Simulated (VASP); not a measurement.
# Pd (P6_3/mmc) in VASP: a series of runs

The runs below take Pd through single point, relaxation of cell and atoms, with PBE, LDA.

Program: VASP 6.6.1. These are calculated values, not measurements. Logs are shortened: lines on timing, memory, paths and dates and some standing lists are left out, and cuts for length are marked.

## (1) The cell of the first run

It takes space group P6_3/mmc (No. 194, hexagonal). The conventional cell has a = 2.773 Å, b = 2.773 Å, c = 4.625 Å, α = 90.00°, β = 90.00°, γ = 120.00°. Pd (site symmetry -6m2) has 12 Pd at 2.77 to 2.81 Å within 3.7 Å.

This isn't the form of Pd at room conditions, which is fcc.

## (2) Single point, PBE

INCAR

```
PREC     = Accurate       # precision mode
ENCUT    = 520            # plane-wave cutoff, eV
EDIFF    = 1E-7           # SCF threshold, eV
ISMEAR   = -1             # smearing method
SIGMA    = 0.05           # smearing width, eV
LREAL    = False          # projectors in reciprocal space
LASPH    = True           # aspherical terms in the spheres
NELM     = 80             # most SCF steps
ALGO     = Normal         # electronic algorithm
ISIF     = 2              # what is computed and relaxed
LWAVE    = False          # write WAVECAR
LCHARG   = False          # write CHGCAR
GGA      = PE             # functional
NBANDS   = 17             # bands
```

KPOINTS

```
regular mesh
0
Gamma
  11 11 6
```

POSCAR

```
Pd
1.0
    2.7729246877      0.0000000000      0.0000000000
   -1.3864623438      2.4014232223      0.0000000000
    0.0000000000      0.0000000000      4.6252101579
Pd
2
Direct
    0.3333333333      0.6666666667      0.2500000000
    0.6666666667      0.3333333333      0.7500000000
```

Potentials or basis: VASP PAW PBE potentials, release 64 (Pd).

On the command line:

```sh
> cat potpaw_PBE.64/Pd/POTCAR > POTCAR
> mpirun -np 1 vasp_std > vasp.out
```

OUTCAR:

```text
PREC = Accurate
   ENCUT = 520
   EDIFF = 1E-7
   ISMEAR = -1
   LREAL = False
   LASPH = True
   NELM = 80
   ISIF = 2
   GGA = PE

 ion  position               nearest neighbor table
   1  0.333  0.667  0.250-   2 2.81   2 2.81   2 2.81   2 2.81   2 2.81   2 2.81
   2  0.667  0.333  0.750-   1 2.81   1 2.81   1 2.81   1 2.81   1 2.81   1 2.81

  LATTYP: Found a hexagonal cell.
 ALAT       =     2.7729246877
 C/A-ratio  =     1.6679898226

  Lattice vectors:

 A1 = (   2.7729246877,   0.0000000000,   0.0000000000)
 A2 = (  -1.3864623438,   2.4014232223,   0.0000000000)
 A3 = (   0.0000000000,   0.0000000000,   4.6252101579)

Analysis of symmetry for initial positions (statically):
=====================================================================
 Subroutine PRICEL returns:
 Original cell was already a primitive cell.

 Routine SETGRP: Setting up the symmetry group for a
 hexagonal supercell.

 Subroutine GETGRP returns: Found 24 space group operations
 (whereof 12 operations were pure point group operations)
 out of a pool of 24 trial point group operations.

The static configuration has the point symmetry D_3d.
 The point group associated with its full space group is D_6h.

Analysis of symmetry for dynamics (positions and initial velocities):
=====================================================================
 Subroutine PRICEL returns:
 Original cell was already a primitive cell.

 Routine SETGRP: Setting up the symmetry group for a
 hexagonal supercell.

 Subroutine GETGRP returns: Found 24 space group operations
 (whereof 12 operations were pure point group operations)
 out of a pool of 24 trial point group operations.

The dynamic configuration has the point symmetry D_3d.
 The point group associated with its full space group is D_6h.

 Subroutine INISYM returns: Found 24 space group operations
 (whereof 12 operations are pure point group operations),
 and found     1 'primitive' translations

----------------------------------------------------------------------------------------

                                     Primitive cell

  volume of cell :      30.7991

  direct lattice vectors                    reciprocal lattice vectors
     2.772924688  0.000000000  0.000000000     0.360630061  0.208209863  0.000000000
    -1.386462344  2.401423222  0.000000000     0.000000000  0.416419726  0.000000000
     0.000000000  0.000000000  4.625210158     0.000000000  0.000000000  0.216206392

  length of vectors
     2.772924688  2.772924688  4.625210158     0.416419726  0.416419726  0.216206392

  position of ions in fractional coordinates (direct lattice)
     0.333333333  0.666666667  0.250000000
     0.666666667  0.333333333  0.750000000

  ion indices of the primitive-cell ions
   primitive index   ion index
                 1           1
                 2           2

----------------------------------------------------------------------------------------

 KPOINTS: regular mesh

Automatic generation of k-mesh.
 Grid dimensions read from file:
 generate k-points for:   11   11    6

 Generating k-lattice:

  Cartesian coordinates                     Fractional coordinates (reciprocal lattice)
     0.032784551  0.018928169  0.000000000     0.090909091  0.000000000  0.000000000
     0.000000000  0.037856339  0.000000000     0.000000000  0.090909091  0.000000000
     0.000000000  0.000000000  0.036034399     0.000000000  0.000000000  0.166666667

  Length of vectors
     0.037856339  0.037856339  0.036034399

  Shift w.r.t. Gamma in fractional coordinates (k-lattice)
     0.000000000  0.000000000  0.000000000

 Subroutine IBZKPT returns following result:
 ===========================================

 Found     64 irreducible k-points:

 Following reciprocal coordinates:
            Coordinates               Weight
  0.000000  0.000000  0.000000      1.000000
  0.090909  0.000000  0.000000      6.000000
  0.181818  0.000000  0.000000      6.000000
  0.272727  0.000000  0.000000      6.000000
  0.363636  0.000000  0.000000      6.000000
  0.454545  0.000000  0.000000      6.000000
[... 16 lines left out ...]
  0.090909  0.090909  0.166667     12.000000
  0.181818  0.090909  0.166667     24.000000
 [... further k-points ...]
   k-points           NKPTS =     64   k-points in BZ     NKDIM =     64   number of bands    NBANDS=     17
   number of dos      NEDOS =    301   number of ions     NIONS =      2
   total plane-waves  NPLWV =  20736
   dimension x,y,z NGX =    24 NGY =   24 NGZ =   36
   dimension x,y,z NGXF=    48 NGYF=   48 NGZF=   72
   ions per type =               2
   NGX,Y,Z   is equivalent  to a cutoff of  14.39, 14.39, 12.94 a.u.
   NGXF,Y,Z  is equivalent  to a cutoff of  28.78, 28.78, 25.88 a.u.
 SYSTEM =  unknown system
   PREC   = accura    normal or accurate (medium, high low for compatibility)
   ISTART =      0    job   : 0-new  1-cont  2-samecut
   ICHARG =      2    charge: 1-file 2-atom 10-const
   ISPIN  =      1    spin polarized calculation?
   LNONCOLLINEAR =      F non collinear calculations
   LSORBIT =      F    spin-orbit coupling
   LASPH  =      T    aspherical Exc in radial PAW
   ENCUT  =  520.0 eV  38.22 Ry    6.18 a.u.   5.16  5.16  8.60*2*pi/ulx,y,z
   NELM   =     80;   NELMIN=  2; NELMDL= -5     # of ELM steps
   EDIFF  = 0.1E-06   stopping-criterion for ELM
   LREAL  =      F    real-space projection
   EDIFFG = 0.1E-05   stopping-criterion for IOM
   NSW    =      0    number of steps for IOM
   IBRION =     -1    ionic relax: 0-MD 1-quasi-New 2-CG
   NFREE  =      0    steps in history (QN), initial steepest desc. (CG)
   ISIF   =      2    stress and relaxation
   ISYM   =      2    0-nonsym 1-usesym 2-fastsym
   POTIM  = 0.5000    time-step for ionic-motion
   TEBEG  =    0.0;   TEEND  =   0.0 temperature during run
   PSTRESS=    0.0 pullay stress
   NELECT =      20.0000    total number of electrons
   NUPDOWN=      -1.0000    fix difference up-down
   EMIN   =  10.00;   EMAX   =-10.00  energy-range for DOS
   EFERMI =   0.00;   METHOD = LEGACY
   ISMEAR =    -1;   SIGMA  =   0.05  broadening in eV -4-tet -1-fermi 0-gaus
   EFERMI_NEDOS =   21; number of points for ismear=-14 and -15
   IALGO  =     38    algorithm
   IMIX   =      4    mixing-type and parameters
     AMIX     =   0.40;   BMIX     =  1.00
     AMIX_MAG =   1.60;   BMIX_MAG =  1.00
  volume/ion in A,a.u.               =      15.40       103.92
  Fermi-wavevector in a.u.,A,eV,Ry     =   1.417660  2.678989 27.344442  2.009760
  Thomas-Fermi vector in A             =   2.538867
   LORBIT       =      0    0 simple, 1 ext, 2 COOP (PROOUT), +10 PAW based schemes
   GGA     = PE    functional components
   LHFCALC =     F    Hartree Fock is set to
   AEXX    =    0.0000 exact exchange contribution
   IVDW    =     0    specifies the selected vdW correction
   LEPSILON=     F    determine dielectric tensor
   LRPA    =     F    only Hartree local field effects (RPA)
 non-spin polarized calculation
  energy-cutoff  :      520.00
  volume of cell :       30.80
 maximum number of plane-waves:       843
 NGX is ok and might be reduce to    24
   NGX = 11   NGY = 11   NGZ = 17

 number of electron      20.0000006 magnetization

 Free energy of the ion-electron system (eV)
  ---------------------------------------------------
  ext. energy  EPLUGINS =         0.00000000
  ---------------------------------------------------
  free energy    TOTEN  =       -10.37868449 eV

  energy without entropy =      -10.33136299  energy(sigma->0) =      -10.35502374

 E-fermi :   9.0812     XC(G=0): -12.9164

 val. band max:        9.0771941644   @ k =   0.3636   0.0000   0.0000
 cond. band min:       9.0908915560   @ k =   0.4545   0.0000   0.0000
 fundamental gap:      0.0136973916
 Fermi energy:         9.0812446299

 k-point     1 :       0.0000    0.0000    0.0000
  band No.  band energies     occupation
      1       2.2613      2.00000
      2       4.0904      2.00000
      3       6.3121      2.00000
      4       6.5093      2.00000
      5       6.5093      2.00000
      6       6.8367      2.00000
[... 9 lines left out ...]
     16      28.5567      0.00000
     17      30.9878      0.00000

 k-point     2 :       0.0909    0.0000    0.0000
  band No.  band energies     occupation
      1       2.5211      2.00000
      2       4.2723      2.00000
      3       6.1672      2.00000
      4       6.6226      2.00000
      5       6.6801      2.00000
      6       6.7670      2.00000
[... 9 lines left out ...]
     16      28.1151      0.00000
     17      29.4282      0.00000

 k-point     3 :       0.1818    0.0000    0.0000
  band No.  band energies     occupation
      1       3.2314      2.00000
      2       4.6665      2.00000
      3       5.9367      2.00000
      4       6.4931      2.00000
      5       6.5145      2.00000
      6       7.0701      2.00000
[... 9 lines left out ...]
     16      27.8743      0.00000
     17      28.3345      0.00000

 k-point     4 :       0.2727    0.0000    0.0000
  band No.  band energies     occupation
      1       4.0828      2.00000
      2       4.7424      2.00000
      3       5.6363      2.00000
      4       6.1125      2.00000
      5       6.4861      2.00000
      6       6.8877      2.00000
[... 9 lines left out ...]
     16      26.2370      0.00000
     17      27.7042      0.00000
[... 343 lines left out ...]
      1       4.2307      2.00000
      2       4.3153      2.00000
      3       5.1628      2.00000
      4       5.9533      2.00000
      5       6.6731      2.00000
      6       7.1326      2.00000
[... 9 lines left out ...]
     16      22.8942      0.00000
     17      23.8969      0.00000

 k-point    23 :       0.0909    0.0909    0.1667
  band No.  band energies     occupation
      1       3.2200      2.00000
      2       4.6483      2.00000
      3       5.9806      2.00000
      4       6.3581      2.00000
      5       6.5002      2.00000
      6       6.8700      2.00000
[... 9 lines left out ...]
     16      27.8701      0.00000
     17      28.1315      0.00000

 k-point    24 :       0.1818    0.0909    0.1667
  band No.  band energies     occupation
      1       3.9890      2.00000
      2       5.0064      2.00000
      3       5.7261      2.00000
      4       5.9090      2.00000
      5       6.3570      2.00000
      6       6.8066      2.00000
[... 9 lines left out ...]
     16      26.5076      0.00000
     17      27.8035      0.00000

 [... further k-points ...]

------------------------ aborting loop because EDIFF is reached ----------------------------------------

  FORCE on cell =-STRESS in cart. coord.  units (eV):
  Direction    XX          YY          ZZ          XY          YZ          ZX
  --------------------------------------------------------------------------------------
  -------------------------------------------------------------------------------------
  Total       -0.0457418     -0.0457418     -0.0637642     -0.0000000      0.0000000      0.0000000
  in kB       -2.3794991     -2.3794991     -3.3170313     -0.0000000      0.0000000      0.0000000
  external PRESSURE =      -2.6920098 kB  Pullay stress =       0.0000000 kB

 VOLUME and BASIS-vectors are now :
 -----------------------------------------------------------------------------
  energy-cutoff  :      520.00
  volume of cell :       30.80
      direct lattice vectors                 reciprocal lattice vectors
     2.772924688  0.000000000  0.000000000     0.360630061  0.208209863  0.000000000
    -1.386462344  2.401423222  0.000000000     0.000000000  0.416419726  0.000000000
     0.000000000  0.000000000  4.625210158     0.000000000  0.000000000  0.216206392

 POSITION                                       TOTAL-FORCE (eV/Angst)
 -----------------------------------------------------------------------------------
     -0.00000      1.60095      1.15630        -0.000000      0.000000      0.000000
      1.38646      0.80047      3.46891         0.000000     -0.000000      0.000000
 -----------------------------------------------------------------------------------
    total drift:                                0.000000     -0.000000      0.000000

  FREE ENERGIE OF THE ION-ELECTRON SYSTEM (eV)
  ---------------------------------------------------
  free  energy   TOTEN  =       -10.3786844850 eV

  energy  without entropy=      -10.3313629917  energy(sigma->0) =      -10.35502374
```

Wall time 64 s (1 thread of AMD EPYC 7R13, shared host); peak memory 0.14 GiB.

Results:

- Free energy: -10.3787 eV
- Pressure: -0.3 GPa
- Band gap on the k mesh: zero (bands 10 and 11 overlap by 0.80 eV)

Stress tensor (GPa, compression positive):
```
-0.24  0.00  0.00
 0.00 -0.24  0.00
 0.00  0.00 -0.33
```

## (3) Single point, LDA

This run uses another cell than the first one, of 15.53 Å³/atom.

INCAR

```
SYSTEM = Pd
PREC = Accurate
ENCUT = 520
EDIFF = 1E-7
ISMEAR = -1
SIGMA = 0.05
LREAL = .False.
LASPH = .True.
NELM = 100
ALGO = Fast
ISIF = 2
LWAVE = .False.
LCHARG = .False.
GGA = CA
NBANDS = 17
```

KPOINTS

```
Automatic mesh
0
Gamma
  11 11 6
  0 0 0
```

POSCAR

```
Pd
1.0
    2.7836650458      0.0000000000      0.0000000000
   -1.3918325229      2.4107246453      0.0000000000
    0.0000000000      0.0000000000      4.6288930000
Pd
2
Direct
    0.3333333333      0.6666666667      0.2500000000
    0.6666666667      0.3333333333      0.7500000000
```

Potentials or basis: VASP PAW LDA potentials, release 64 (Pd).

On the command line:

```sh
> cat potpaw_LDA.64/Pd/POTCAR > POTCAR
> mpirun -np 1 vasp_std > vasp.out
```

Run time: 70 s. Hardware: 1 thread of AMD EPYC 7R13, shared host; peak memory 0.12 GiB.

The run converged. Its results:

- Free energy: -12.7839 eV
- Pressure: -15.4 GPa
- Band gap on the k mesh: zero (bands 10 and 11 overlap by 0.79 eV)

Stress tensor (GPa, compression positive):
```
-15.56   0.00   0.00
  0.00 -15.56   0.00
  0.00   0.00 -14.97
```

Levels at points of the mesh, in eV from the Fermi level:
```
           k point  band 7  band 8  band 9  band 10  band 11  band 12  band 13  band 14
(0.00, 0.00, 0.00)   -2.23   -1.57   -1.57    -0.22    -0.22     0.90     6.57    17.04
(0.00, 0.00, 0.50)   -2.60   -2.60   -0.66    -0.66    -0.66    -0.66    13.65    13.65
```

Caveat: the cell stands under tension.

[end of part 1 of 2]
